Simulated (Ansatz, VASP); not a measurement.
One calculation of SnO2, two programs

```
CELL_PARAMETERS angstrom
4.77746 0.00000 0.00000
0.00000 4.77748 0.00000
0.00000 0.00000 3.30648
ATOMIC_POSITIONS crystal
Sn 0.50000 0.50000 0.50000
Sn 0.00000 0.00000 0.00000
O 0.28460 0.28466 0.00000
O 0.78460 0.21534 0.50000
O 0.21540 0.78466 0.50000
O 0.71540 0.71534 0.00000
```

Alike in both runs: task single point; functional PBE; k mesh 6 × 6 × 8; occupations gaussian, width 0.05 eV; no spin polarisation.

|  | VASP | Ansatz |
| --- | --- | --- |
| version | VASP 6.6.1 | Ansatz 0.2.0 |
| potentials or method | VASP PAW PBE potentials, release 64 (Sn_d, O), cutoff 520 eV | scalar-relativistic, plane waves, PAW |
| valence electrons in the cell | 52 | 52 |

|  | VASP | Ansatz | Ansatz less VASP |
| --- | --- | --- | --- |
| gap on the k mesh at the Fermi level (eV) | 0.30 | 0.31 | +0.013 |
| least direct gap on the mesh (eV) | 0.30 | 0.31 | +0.013 |
| pressure (GPa) | 3.0 | 2.5 | -0.53 |
| traceless stress, the component that is largest in VASP (GPa) | -7.76 | -7.59 | +0.171 |
| rms of the force components (eV/Å) | 1.398 | 1.380 | -0.0181 |

Atom by atom the forces differ by 0.018 eV/Å (rms over components).
